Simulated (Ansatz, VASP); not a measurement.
# NaF: VASP beside Ansatz

```
Na F
1.0
     0.00000    2.28845    2.39300
     2.28845    0.00000    2.39300
     2.28845    2.28845    0.00000
Na F
1 1
Direct
  0.00000 0.00000 0.00000
  0.50000 0.50000 0.50000
```

Change from the starting cell: strain -0.015 along x and y, +0.030 along z, atoms carried along.

Alike in both runs: task single point; functional PBEsol; k mesh 8 × 8 × 8; occupations gaussian, width 0.05 eV; no spin polarisation.

|  | VASP | Ansatz |
| --- | --- | --- |
| version | VASP 6.6.1 | Ansatz 0.2.0 |
| potentials or method | VASP PAW PBE potentials, release 64 (Na_pv, F), cutoff 520 eV | scalar-relativistic, plane waves, PAW |
| valence electrons in the cell | 14 | 16 |

|  | VASP | Ansatz | Ansatz less VASP |
| --- | --- | --- | --- |
| gap on the k mesh at the Fermi level (eV) | 6.12 | 6.14 | +0.021 |
| least direct gap on the mesh (eV) | 6.12 | 6.14 | +0.021 |
| pressure (GPa) | -0.4 | -0.3 | +0.09 |
| traceless stress, the component that is largest in VASP (GPa) | -2.14 | -2.05 | +0.094 |

VASP's potentials were made for PBE, not for PBEsol. VASP's potentials hold 14 valence electrons a cell and Ansatz's 16, so a difference there can come from the potentials and not from the codes.
